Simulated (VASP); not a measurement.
Write the native input for VASP 6.6.1 that does the following.

```yaml
Task: single point
Functional: r2SCAN
Potentials_or_basis: VASP PAW PBE potentials, release 64 (Br)
Cutoff: 520 eV
k_mesh: 5 × 5 × 5
Occupations: gaussian, width 0.15 eV
Spin: no spin polarisation
Dipole_correction: no
Further_INCAR_settings: ALGO = Normal; EDIFF = 1e-06; NBANDS = 18
```

The system is Br.

```
CELL_PARAMETERS angstrom
4.59764 0.00000 0.00000
0.00000 4.59764 0.00000
0.00000 0.00000 4.59764
ATOMIC_POSITIONS crystal
Br 0.50000 0.00000 0.00000
Br 0.00000 0.50000 0.00000
Br 0.00000 0.00000 0.50000
```

These files were run (other wordings do the same):

POSCAR

```
Br
1.0
    4.5976400000      0.0000000000      0.0000000000
    0.0000000000      4.5976400000      0.0000000000
    0.0000000000      0.0000000000      4.5976400000
Br
3
Direct
    0.5000000000      0.0000000000      0.0000000000
    0.0000000000      0.5000000000      0.0000000000
    0.0000000000      0.0000000000      0.5000000000
```

INCAR.step1

```
  PREC = Accurate
  ENCUT = 520
  ISMEAR = 0
  SIGMA = 0.15
  LREAL = F
  LASPH = T
  NELM = 100
  NBANDS = 18
  GGA = PE
  ALGO = Normal
  EDIFF = 1E-4
  LWAVE = T
  LCHARG = F
```

INCAR.step2

```
  PREC = Accurate
  ENCUT = 520
  EDIFF = 1E-6
  ISMEAR = 0
  SIGMA = 0.15
  LREAL = F
  LASPH = T
  NELM = 100
  ALGO = Normal
  ISIF = 2
  LWAVE = F
  LCHARG = F
  METAGGA = R2SCAN
  LMIXTAU = T
  NBANDS = 18
  ISTART = 1
```

KPOINTS

```
Automatic mesh
0
Gamma
  5 5 5
```

Potentials or basis: VASP PAW PBE potentials, release 64 (Br).

Run with:

```bash
$ cat potpaw_PBE.64/Br/POTCAR > POTCAR
$ cp INCAR.step1 INCAR
$ mpirun -np 1 vasp_std > vasp.out
$ cp INCAR.step2 INCAR
$ mpirun -np 1 vasp_std > vasp.out
```

Results of the run:

The pressure is -1.0 GPa.

Caveat: the PAW data sets were made with another functional, which shifts forces and pressure a little; an odd number of electrons without spin polarisation forces a metal; a magnetic or distorted state may lie lower.

It took 42 s on 1 thread of Intel(R) Xeon(R) Platinum 8488C (Sapphire Rapids) (shared host), peak memory 0.2 GiB.
